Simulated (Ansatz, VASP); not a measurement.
## Rb: VASP beside Ansatz

```xyz
1
Lattice="-2.8025 2.8025 2.8025 2.8025 -2.8025 2.8025 2.8025 2.8025 -2.8025" Properties=species:S:1:pos:R:3 pbc="T T T"
Rb    0.0000    0.0000    0.0000
```

Alike in both runs: functional PBE; k mesh 6 × 6 × 6; occupations fermi-dirac, width 0.05 eV; no spin polarisation.

|  | VASP | Ansatz |
| --- | --- | --- |
| version | VASP 6.6.1 | Ansatz 0.2.0 |
| potentials or method | VASP PAW PBE potentials, release 64 (Rb_sv) | Ansatz PAW |
| plane-wave cutoff (eV) | 500 | 420 |
| valence electrons in the cell | 9 | 9 |
| task | single point | band structure |

|  | VASP | Ansatz | Ansatz less VASP |
| --- | --- | --- | --- |
| gap on the k mesh at the Fermi level (eV) | none | none | - |
| pressure (GPa) | 0.1 | 0.1 | 0.00 |

A gap of «none» marks a metal or a gap that the smearing closes. With one functional, cell and mesh, what is left measures potentials, basis and numerics.
